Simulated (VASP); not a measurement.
Runs of VASP 6.6.1 on O. The structure is that of space group P4/mmm (No. 123), or close to it. The cells are those of the table. 

```tsv
task	level	cell	cutoff (eV)	gap on the mesh (eV)	pressure (GPa)	relaxed volume (Å³/atom)
relaxation of cell and atoms	PBEsol	relaxed from a = 1.776, b = 1.776, c = 3.053 Å, 1 atom	600	none	-0.1	(a)
single point	PBEsol+D3(BJ)	a = 1.775, b = 1.775, c = 3.194 Å, 1 atom	520	none	-0.2	-
single point	PBEsol	a = 1.777, b = 1.777, c = 3.519 Å, 1 atom	520	none	-0.1	-
single point	BLYP+D3(BJ)	a = 1.822, b = 1.822, c = 3.181 Å, 1 atom	520	none	-0.2	-
relaxation of cell and atoms	PBEsol+D3(BJ)	relaxed from a = 1.776, b = 1.776, c = 3.053 Å, 1 atom	600	none	-0.1	9.91
relaxation of cell and atoms	BLYP+D3(BJ)	relaxed from a = 1.776, b = 1.776, c = 3.053 Å, 1 atom	600	none	0.1	10.39
```

Alike in all rows: potentials or basis VASP PAW PBE potentials, release 64 (O); no spin polarisation; k mesh 12 × 12 × 7; smearing methfessel-paxton 0.1 eV.

Question: Fill in the values left out.

Answer: (a) 10.51.

Caveats: the PAW data sets were made with another functional, which shifts forces and pressure a little; pairwise dispersion overbinds metals, which lowers pressure and volume (some runs).

A gap of «none» marks levels without a gap at the run's occupations.
